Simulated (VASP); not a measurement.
Crystal: BiS.

```xyz
2
Lattice="4.0029 0.0000 0.0000 0.0000 4.0029 0.0000 0.0000 0.0000 4.0029" Properties=species:S:1:pos:R:3 pbc="T T T"
Bi    2.0015    2.0015    2.0015
S     0.0000    0.0000    0.0000
```

Base run:

| Item | Value |
| --- | --- |
| Program | VASP 6.6.1 |
| Functional | PBE |
| Potentials or basis | VASP PAW PBE potentials, release 64 (Bi_d, S) |
| Cutoff | 520 eV |
| k mesh | 5 × 5 × 5 |
| Occupations | fermi-dirac, width 0.05 eV |
| Spin | non-collinear spin, zero start, spin-orbit coupling |
| Starting moments | [[0.0, 0.0, 0.0], [0.0, 0.0, 0.0]] μB |

Its results: pressure -9.3 GPa; net moment 0.00 μB per cell.

Question: The run is repeated on the same cell with these changes: functional from PBE to PBEsol. What comes out?

Answer: Pressure -11.4 GPa; net moment 0.00 μB per cell.

PBEsol binds more tightly than PBE, so the same cell stands under less pressure.

Caveats: the cell stands under tension; the PAW data sets were made with another functional, which shifts forces and pressure a little (at least some runs).
